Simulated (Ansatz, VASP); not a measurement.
## ZnS in VASP and in Ansatz

File INCAR:

```
  PREC = Accurate
  ENCUT = 520
  EDIFF = 1E-6
  ISMEAR = -1
  SIGMA = 0.03
  LREAL = F
  LASPH = T
  NELM = 100
  ALGO = Normal
  ISIF = 2
  LWAVE = F
  LCHARG = F
  GGA = PE
  NBANDS = 26
```

Contents of KPOINTS:

```
regular mesh
0
Gamma
  8 8 5
```

Contents of POSCAR:

```
ZnS
1.0
    3.8109987816      0.0000000000      0.0000000000
   -1.9054993908      3.3004217586      0.0000000000
    0.0000000000      0.0000000000      6.0469800000
Zn S
2 2
Direct
    0.3333333333      0.6666666667      0.0000000000
    0.6666666667      0.3333333333      0.5000000000
    0.3333333333      0.6666666667      0.3850000000
    0.6666666667      0.3333333333      0.8850000000
```

Input for Ansatz:

```yaml
crystal:
  lattice:
    - [3.8109987816, 0.0, 0.0]
    - [-1.9054993908, 3.3004217586, 0.0]
    - [0.0, 0.0, 6.04698]
  atoms:
    - { symbol: Zn, position: [0.3333333333, 0.6666666667, 0.0] }
    - { symbol: Zn, position: [0.6666666667, 0.3333333333, 0.5] }
    - { symbol: S, position: [0.3333333333, 0.6666666667, 0.385] }
    - { symbol: S, position: [0.6666666667, 0.3333333333, 0.885] }
kpoints:
  mp_grid: { grid: [8, 8, 5] }
  band_path:
    path:
      - [0.0, 0.0, 0.0]
      - [0.5, 0.0, 0.0]
      - [0.3333333333, 0.3333333333, 0.0]
      - [0.0, 0.0, 0.0]
      - [0.0, 0.0, 0.5]
      - [0.5, 0.0, 0.5]
      - [0.3333333333, 0.3333333333, 0.5]
      - [0.0, 0.0, 0.5]
      - [0.5, 0.0, 0.5]
    npoints: 5
scf:
  occupations: { method: fermi_dirac, width: 0.03 }
hamiltonian:
  xc: pbe
  pseudopotentials: { kind: all_electron, lapw: { basis_error: 0.001 } }
output:
  forces: true
  stress: true
  eigenvalues: true
```

Change from the starting cell: zz strain of -3 %.

Alike in both runs: task single point; functional PBE; k mesh 8 × 8 × 5; occupations fermi-dirac, width 0.03 eV; no spin polarisation.

|  | VASP | Ansatz |
| --- | --- | --- |
| version | VASP 6.6.1 | Ansatz 0.2.0 |
| potentials or method | VASP PAW PBE potentials, release 64 (Zn, S), cutoff 520 eV | all-electron LAPW, scalar-relativistic |

|  | VASP | Ansatz | Ansatz less VASP |
| --- | --- | --- | --- |
| gap on the k mesh at the Fermi level (eV) | 2.35 | 2.34 | -0.003 |
| pressure (GPa) | 4.9 | 4.8 | -0.17 |
| traceless stress, the component that is largest in VASP (GPa) | 1.39 | 1.40 | +0.007 |
| rms of the force components (eV/Å) | 0.083 | 0.083 | -0.0001 |

Atom by atom the forces differ by 0.000 eV/Å (rms over components). Ansatz ran all-electron here, and VASP with PAW potentials.
